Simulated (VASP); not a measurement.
# Ta (P6_3/mmc) in VASP: a series of runs

The runs below take Ta through single point, with PBEsol.

All numbers are computed with VASP 6.6.1; they aren't measurements. Logs are shortened: lines on timing, memory, paths and dates and some standing lists are left out, and cuts for length are marked.

## Step 1: The cell of the first run

It takes space group P6_3/mmc (No. 194, hexagonal). Conventional cell: a = 2.900 Å, b = 2.900 Å, c = 4.960 Å, α = 90.00°, β = 90.00°, γ = 120.00°. Ta (site symmetry -6m2) has 12 Ta at 2.90 to 2.99 Å within 3.8 Å.

## Step 2: Single point, PBEsol (strain -0.0400 x Voigt [0, 0, 1, 0, 0, 0])

Input file INCAR:

```
SYSTEM = Ta
  PREC = Accurate
  ENCUT = 520
  EDIFF = 1E-6
  ISMEAR = 0
  SIGMA = 0.15
  LREAL = .FALSE.
  LASPH = .TRUE.
  NELM = 60
  ALGO = Fast
  ISIF = 2
  LWAVE = .FALSE.
  LCHARG = .FALSE.
  GGA = PS
  NBANDS = 18
```

Input file KPOINTS:

```
Automatic mesh
0
G
  18 18 10
  0 0 0
```

Input file POSCAR:

```
Ta
1.0
    2.9003720726      0.0000000000      0.0000000000
   -1.4501860363      2.5117958953      0.0000000000
    0.0000000000      0.0000000000      4.9596230400
Ta
2
Direct
    0.6666666667      0.3333333333      0.7500000000
    0.3333333333      0.6666666667      0.2500000000
```

Potentials or basis: VASP PAW PBE potentials, release 64 (Ta_pv).

Launch:

```console
$ cat potpaw_PBE.64/Ta_pv/POTCAR > POTCAR
$ mpirun -np 1 vasp_std > vasp.out
```

OUTCAR:

```text
SYSTEM = Ta
   PREC = Accurate
   ENCUT = 520
   EDIFF = 1E-6
   ISMEAR = 0
   LREAL = .FALSE.
   LASPH = .TRUE.
   NELM = 60
   ISIF = 2
   GGA = PS

 ion  position               nearest neighbor table
   1  0.667  0.333  0.750-   2 2.99   2 2.99   2 2.99   2 2.99   2 2.99   2 2.99
   2  0.333  0.667  0.250-   1 2.99   1 2.99   1 2.99   1 2.99   1 2.99   1 2.99

  LATTYP: Found a hexagonal cell.
 ALAT       =     2.9003720726
 C/A-ratio  =     1.7099954474

  Lattice vectors:

 A1 = (   2.9003720726,   0.0000000000,   0.0000000000)
 A2 = (  -1.4501860363,   2.5117958953,   0.0000000000)
 A3 = (   0.0000000000,   0.0000000000,   4.9596230400)

Analysis of symmetry for initial positions (statically):
=====================================================================
 Subroutine PRICEL returns:
 Original cell was already a primitive cell.

 Routine SETGRP: Setting up the symmetry group for a
 hexagonal supercell.

 Subroutine GETGRP returns: Found 24 space group operations
 (whereof 12 operations were pure point group operations)
 out of a pool of 24 trial point group operations.

The static configuration has the point symmetry D_3d.
 The point group associated with its full space group is D_6h.

Analysis of symmetry for dynamics (positions and initial velocities):
=====================================================================
 Subroutine PRICEL returns:
 Original cell was already a primitive cell.

 Routine SETGRP: Setting up the symmetry group for a
 hexagonal supercell.

 Subroutine GETGRP returns: Found 24 space group operations
 (whereof 12 operations were pure point group operations)
 out of a pool of 24 trial point group operations.

The dynamic configuration has the point symmetry D_3d.
 The point group associated with its full space group is D_6h.

 Subroutine INISYM returns: Found 24 space group operations
 (whereof 12 operations are pure point group operations),
 and found     1 'primitive' translations

----------------------------------------------------------------------------------------

                                     Primitive cell

  volume of cell :      36.1316

  direct lattice vectors                    reciprocal lattice vectors
     2.900372073  0.000000000  0.000000000     0.344783350  0.199060760  0.000000000
    -1.450186036  2.511795895  0.000000000     0.000000000  0.398121520  0.000000000
     0.000000000  0.000000000  4.959623040     0.000000000  0.000000000  0.201628227

  length of vectors
     2.900372073  2.900372073  4.959623040     0.398121520  0.398121520  0.201628227

  position of ions in fractional coordinates (direct lattice)
     0.666666667  0.333333333  0.750000000
     0.333333333  0.666666667  0.250000000

  ion indices of the primitive-cell ions
   primitive index   ion index
                 1           1
                 2           2

----------------------------------------------------------------------------------------

 KPOINTS: Automatic mesh

Automatic generation of k-mesh.
 Grid dimensions read from file:
 generate k-points for:   18   18   10

 Generating k-lattice:

  Cartesian coordinates                     Fractional coordinates (reciprocal lattice)
     0.019154631  0.011058931  0.000000000     0.055555556  0.000000000  0.000000000
     0.000000000  0.022117862  0.000000000     0.000000000  0.055555556  0.000000000
     0.000000000  0.000000000  0.020162823     0.000000000  0.000000000  0.100000000

  Length of vectors
     0.022117862  0.022117862  0.020162823

  Shift w.r.t. Gamma in fractional coordinates (k-lattice)
     0.000000000  0.000000000  0.000000000

 Subroutine IBZKPT returns following result:
 ===========================================

 Found    222 irreducible k-points:

 Following reciprocal coordinates:
            Coordinates               Weight
  0.000000  0.000000  0.000000      1.000000
  0.055556 -0.000000  0.000000      6.000000
  0.111111 -0.000000  0.000000      6.000000
  0.166667  0.000000  0.000000      6.000000
  0.222222  0.000000  0.000000      6.000000
  0.277778  0.000000  0.000000      6.000000
[... 16 lines left out ...]
  0.333333  0.111111  0.000000     12.000000
  0.388889  0.111111  0.000000     12.000000
 [... further k-points ...]
   k-points           NKPTS =    222   k-points in BZ     NKDIM =    222   number of bands    NBANDS=     18
   number of dos      NEDOS =    301   number of ions     NIONS =      2
   total plane-waves  NPLWV =  23040
   dimension x,y,z NGX =    24 NGY =   24 NGZ =   40
   dimension x,y,z NGXF=    48 NGYF=   48 NGZF=   80
   ions per type =               2
   NGX,Y,Z   is equivalent  to a cutoff of  13.76, 13.76, 13.41 a.u.
   NGXF,Y,Z  is equivalent  to a cutoff of  27.51, 27.51, 26.82 a.u.
 SYSTEM =  Ta
   PREC   = accura    normal or accurate (medium, high low for compatibility)
   ISTART =      0    job   : 0-new  1-cont  2-samecut
   ICHARG =      2    charge: 1-file 2-atom 10-const
   ISPIN  =      1    spin polarized calculation?
   LNONCOLLINEAR =      F non collinear calculations
   LSORBIT =      F    spin-orbit coupling
   LASPH  =      T    aspherical Exc in radial PAW
   ENCUT  =  520.0 eV  38.22 Ry    6.18 a.u.   5.39  5.39  9.22*2*pi/ulx,y,z
   NELM   =     60;   NELMIN=  2; NELMDL= -5     # of ELM steps
   EDIFF  = 0.1E-05   stopping-criterion for ELM
   LREAL  =      F    real-space projection
   EDIFFG = 0.1E-04   stopping-criterion for IOM
   NSW    =      0    number of steps for IOM
   IBRION =     -1    ionic relax: 0-MD 1-quasi-New 2-CG
   NFREE  =      0    steps in history (QN), initial steepest desc. (CG)
   ISIF   =      2    stress and relaxation
   ISYM   =      2    0-nonsym 1-usesym 2-fastsym
   POTIM  = 0.5000    time-step for ionic-motion
   TEBEG  =    0.0;   TEEND  =   0.0 temperature during run
   PSTRESS=    0.0 pullay stress
   NELECT =      22.0000    total number of electrons
   NUPDOWN=      -1.0000    fix difference up-down
   EMIN   =  10.00;   EMAX   =-10.00  energy-range for DOS
   EFERMI =   0.00;   METHOD = LEGACY
   ISMEAR =     0;   SIGMA  =   0.15  broadening in eV -4-tet -1-fermi 0-gaus
   EFERMI_NEDOS =   21; number of points for ismear=-14 and -15
   IALGO  =     68    algorithm
   IMIX   =      4    mixing-type and parameters
     AMIX     =   0.40;   BMIX     =  1.00
     AMIX_MAG =   1.60;   BMIX_MAG =  1.00
  volume/ion in A,a.u.               =      18.07       121.91
  Fermi-wavevector in a.u.,A,eV,Ry     =   1.387565  2.622119 26.195813  1.925338
  Thomas-Fermi vector in A             =   2.511774
   LORBIT       =      0    0 simple, 1 ext, 2 COOP (PROOUT), +10 PAW based schemes
   GGA     = PS    functional components
   LHFCALC =     F    Hartree Fock is set to
   AEXX    =    0.0000 exact exchange contribution
   IVDW    =     0    specifies the selected vdW correction
   LEPSILON=     F    determine dielectric tensor
   LRPA    =     F    only Hartree local field effects (RPA)
 non-spin polarized calculation
 RMM-DIIS sequential band-by-band and
 Gauss-broadening in eV      SIGMA  =   0.15
  energy-cutoff  :      520.00
  volume of cell :       36.13
 maximum number of plane-waves:      1002
 NGX is ok and might be reduce to    24
   NGX = 11   NGY = 11   NGZ = 19

 number of electron      22.0000001 magnetization

 Free energy of the ion-electron system (eV)
  ---------------------------------------------------
  ext. energy  EPLUGINS =         0.00000000
  ---------------------------------------------------
  free energy    TOTEN  =       -24.50350696 eV

  energy without entropy =      -24.47554208  energy(sigma->0) =      -24.48952452

 E-fermi :   5.7487     XC(G=0): -12.7065

 val. band max:        5.7445182547   @ k =   0.0556   0.0556   0.3000
 cond. band min:       5.7577580686   @ k =   0.1111   0.1111   0.4000
 fundamental gap:      0.0132398139
 Fermi energy:         5.7487189804

 k-point     1 :       0.0000    0.0000    0.0000
  band No.  band energies     occupation
      1     -28.8091      2.00000
      2     -27.7922      2.00000
      3     -27.7922      2.00000
      4     -27.7637      2.00000
      5     -27.6729      2.00000
      6     -27.6729      2.00000
[... 10 lines left out ...]
     17      11.0190      0.00000
     18      11.0190      0.00000

 k-point     2 :       0.0556   -0.0000    0.0000
  band No.  band energies     occupation
      1     -28.7977      2.00000
      2     -27.8247      2.00000
      3     -27.8016      2.00000
      4     -27.7664      2.00000
      5     -27.7066      2.00000
      6     -27.6784      2.00000
[... 10 lines left out ...]
     17      11.0856      0.00000
     18      11.3344      0.00000

 k-point     3 :       0.1111   -0.0000    0.0000
  band No.  band energies     occupation
      1     -28.7645      2.00000
      2     -27.9179      2.00000
      3     -27.8282      2.00000
      4     -27.8020      2.00000
      5     -27.7747      2.00000
      6     -27.6943      2.00000
[... 10 lines left out ...]
     17      11.2427      0.00000
     18      12.0849      0.00000

 k-point     4 :       0.1667    0.0000    0.0000
  band No.  band energies     occupation
      1     -28.7116      2.00000
      2     -28.0598      2.00000
      3     -27.9443      2.00000
      4     -27.8679      2.00000
      5     -27.7892      2.00000
      6     -27.7194      2.00000
[... 375 lines left out ...]
      4     -28.0566      2.00000
      5     -27.8886      2.00000
      6     -27.8869      2.00000
[... 10 lines left out ...]
     17      11.3327      0.00000
     18      14.4783      0.00000

 k-point    23 :       0.3333    0.1111    0.0000
  band No.  band energies     occupation
      1     -28.6878      2.00000
      2     -28.5550      2.00000
      3     -28.3740      2.00000
      4     -28.1076      2.00000
      5     -27.9314      2.00000
      6     -27.9202      2.00000
[... 10 lines left out ...]
     17      12.2802      0.00000
     18      14.8294      0.00000

 k-point    24 :       0.3889    0.1111    0.0000
  band No.  band energies     occupation
      1     -28.7665      2.00000
      2     -28.6187      2.00000
      3     -28.3103      2.00000
      4     -28.1404      2.00000
      5     -27.9709      2.00000
      6     -27.9418      2.00000
[... 10 lines left out ...]
     17      13.1838      0.00000
     18      15.0941      0.00000

 [... further k-points ...]
[... 5 lines left out ...]
  --------------------------------------------------------------------------------------
  -------------------------------------------------------------------------------------
  Total       -0.4212109     -0.4212109      1.1566702      0.0000000      0.0000000      0.0000000
  in kB      -18.6777024    -18.6777024     51.2900825      0.0000000      0.0000000      0.0000000
  external PRESSURE =       4.6448925 kB  Pullay stress =       0.0000000 kB

 VOLUME and BASIS-vectors are now :
 -----------------------------------------------------------------------------
  energy-cutoff  :      520.00
  volume of cell :       36.13
      direct lattice vectors                 reciprocal lattice vectors
     2.900372073  0.000000000  0.000000000     0.344783350  0.199060760  0.000000000
    -1.450186036  2.511795895  0.000000000     0.000000000  0.398121520  0.000000000
     0.000000000  0.000000000  4.959623040     0.000000000  0.000000000  0.201628227

 POSITION                                       TOTAL-FORCE (eV/Angst)
 -----------------------------------------------------------------------------------
      1.45019      0.83727      3.71972        -0.000000      0.000000      0.000000
     -0.00000      1.67453      1.23991         0.000000     -0.000000      0.000000
 -----------------------------------------------------------------------------------
    total drift:                               -0.000000      0.000000     -0.000000

  FREE ENERGIE OF THE ION-ELECTRON SYSTEM (eV)
  ---------------------------------------------------
  free  energy   TOTEN  =       -24.5035069593 eV

  energy  without entropy=      -24.4755420836  energy(sigma->0) =      -24.48952452
```

Run time: 43 s. Hardware: 1 thread of Intel Xeon 6975P-C (Granite Rapids), shared host; peak memory 0.25 GiB.

Results:

* Free energy: -24.5035 eV
* Pressure: 0.5 GPa
* Band gap on the k mesh: zero (band 11 reaches 7.31 eV, above the bottom of band 12 at 5.04 eV)

Levels at points of the mesh, in eV from the Fermi level:
```tsv
k point	band 7	band 8	band 9	band 10	band 11	band 12	band 13	band 14	band 15	band 16
(0.00, 0.00, 0.00)	-8.37	-4.96	-0.20	0.35	0.49	0.49	1.19	1.19	2.69	2.69
(0.50, 0.00, 0.00)	-4.18	-4.01	-3.47	-0.57	-0.14	0.50	0.73	5.99	6.37	6.77
(0.00, 0.00, 0.50)	-6.35	-6.35	-1.00	-1.00	0.49	0.49	0.49	0.49	4.51	4.51
(0.50, 0.00, 0.50)	-4.52	-4.52	-2.30	-2.30	1.56	1.56	2.48	2.48	5.99	5.99
```

Caveat: the cell differs from its parent crystal (strain -0.0400 x Voigt [0, 0, 1, 0, 0, 0]); the PAW data sets were made with another functional, which shifts forces and pressure a little; spin-orbit coupling is left out, which moves the levels of the heavy elements.

## Step 3: Single point, PBEsol (strain -0.0300 x Voigt [0, 0, 1, 0, 0, 0])

Input file INCAR:

```
ALGO = Fast ; EDIFF = 1E-6
ENCUT = 520 ; GGA = PS
ISIF = 2 ; ISMEAR = 0
LASPH = True ; LCHARG = True
LELF = True ; LREAL = False
LVHAR = True ; LWAVE = False
NBANDS = 18 ; NELM = 100
PREC = Accurate ; SIGMA = 0.15
```

Input file KPOINTS:

```
k-points
0
Gamma
  18 18 10
```

POSCAR: that of step 2 with these lines changed.

```diff
@@ -4,3 +4,3 @@
    -1.4501860363      2.5117958953      0.0000000000
-    0.0000000000      0.0000000000      4.9596230400
+    0.0000000000      0.0000000000      5.0112857800
 Ta
```

Potentials or basis: VASP PAW PBE potentials, release 64 (Ta_pv).

Launch:

```console
$ cat potpaw_PBE.64/Ta_pv/POTCAR > POTCAR
$ mpirun -np 1 vasp_std > vasp.out
```

OUTCAR:

```text
EDIFF = 1E-6
   ENCUT = 520
   GGA = PS
   ISIF = 2
   ISMEAR = 0
   LASPH = True
   LREAL = False
   NELM = 100
   PREC = Accurate

 ion  position               nearest neighbor table
   1  0.667  0.333  0.750-   2 3.01   2 3.01   2 3.01   2 3.01   2 3.01   2 3.01
   2  0.333  0.667  0.250-   1 3.01   1 3.01   1 3.01   1 3.01   1 3.01   1 3.01

  LATTYP: Found a hexagonal cell.
 ALAT       =     2.9003720726
 C/A-ratio  =     1.7278079000

  Lattice vectors:

 A1 = (   2.9003720726,   0.0000000000,   0.0000000000)
 A2 = (  -1.4501860363,   2.5117958953,   0.0000000000)
 A3 = (   0.0000000000,   0.0000000000,   5.0112857800)

Analysis of symmetry for initial positions (statically):
=====================================================================
 Subroutine PRICEL returns:
 Original cell was already a primitive cell.

 Routine SETGRP: Setting up the symmetry group for a
 hexagonal supercell.

 Subroutine GETGRP returns: Found 24 space group operations
 (whereof 12 operations were pure point group operations)
 out of a pool of 24 trial point group operations.

[... 159 lines left out ...]
  ---------------------------------------------------
  ext. energy  EPLUGINS =         0.00000000
  ---------------------------------------------------
  free energy    TOTEN  =       -24.51190284 eV

  energy without entropy =      -24.48386064  energy(sigma->0) =      -24.49788174

 E-fermi :   5.6531     XC(G=0): -12.6524

 val. band max:        5.6504758322   @ k =   0.3889   0.1667   0.0000
 cond. band min:       5.6538696238   @ k =   0.3333  -0.0000   0.0000
 fundamental gap:      0.0033937916
 Fermi energy:         5.6530764185

 k-point     1 :       0.0000    0.0000    0.0000
  band No.  band energies     occupation
      1     -28.8874      2.00000
      2     -27.9048      2.00000
      3     -27.8947      2.00000
      4     -27.8947      2.00000
      5     -27.7860      2.00000
      6     -27.7860      2.00000
[... 481 lines left out ...]
      5     -28.0903      2.00000
      6     -28.0574      2.00000
[... 10 lines left out ...]
     17      13.0652      0.00000
     18      14.9089      0.00000

 [... further k-points ...]
[... 5 lines left out ...]
  --------------------------------------------------------------------------------------
  -------------------------------------------------------------------------------------
  Total       -0.7664890     -0.7664890      0.4512226      0.0000000      0.0000000     -0.0000000
  in kB      -33.6379292    -33.6379292     19.8022330      0.0000000      0.0000000     -0.0000000
  external PRESSURE =     -15.8245418 kB  Pullay stress =       0.0000000 kB

 VOLUME and BASIS-vectors are now :
 -----------------------------------------------------------------------------
  energy-cutoff  :      520.00
  volume of cell :       36.51
      direct lattice vectors                 reciprocal lattice vectors
     2.900372073  0.000000000  0.000000000     0.344783350  0.199060760  0.000000000
    -1.450186036  2.511795895  0.000000000     0.000000000  0.398121520  0.000000000
     0.000000000  0.000000000  5.011285780     0.000000000  0.000000000  0.199549585

 POSITION                                       TOTAL-FORCE (eV/Angst)
 -----------------------------------------------------------------------------------
      1.45019      0.83727      3.75846        -0.000000     -0.000000      0.000000
     -0.00000      1.67453      1.25282         0.000000      0.000000      0.000000
 -----------------------------------------------------------------------------------
    total drift:                                0.000000     -0.000000      0.000000

  FREE ENERGIE OF THE ION-ELECTRON SYSTEM (eV)
  ---------------------------------------------------
  free  energy   TOTEN  =       -24.5119028394 eV

  energy  without entropy=      -24.4838606356  energy(sigma->0) =      -24.49788174
```

stdout:

```text
POSCAR found type information on POSCAR Ta
 POSCAR found :  1 types and       2 ions
 scaLAPACK will be used
 -----------------------------------------------------------------------------
|                                                                             |
|                                                                             |
|     You enforced a specific xc type in the INCAR file but a different       |
|     I HOPE YOU KNOW WHAT YOU ARE DOING!                                     |
|                                                                             |
 -----------------------------------------------------------------------------

 LDA part: xc-table for (Slater+PW92), standard interpolation
 POSCAR, INCAR and KPOINTS ok, starting setup
 FFT: planning ... GRIDC
 FFT: planning ... GRID_SOFT
 FFT: planning ... GRID
 WAVECAR not read
 entering main loop
```

Wall time 44 s (1 thread of Intel Xeon 6975P-C (Granite Rapids), shared host); peak memory 0.25 GiB.

What came out:

| Quantity | Value |
| --- | --- |
| Free energy | -24.5119 eV |
| Pressure | -1.6 GPa |
| Band gap on the k mesh | zero (band 11 reaches 7.20 eV, above the bottom of band 12 at 4.95 eV) |

Stress tensor (GPa, compression positive):
```
-3.36  0.00  0.00
 0.00 -3.36  0.00
 0.00  0.00  1.98
```

Caveat: the cell differs from its parent crystal (strain -0.0300 x Voigt [0, 0, 1, 0, 0, 0]); the PAW data sets were made with another functional, which shifts forces and pressure a little; spin-orbit coupling is left out, which moves the levels of the heavy elements.

(Part 1 of 2 ends here.)
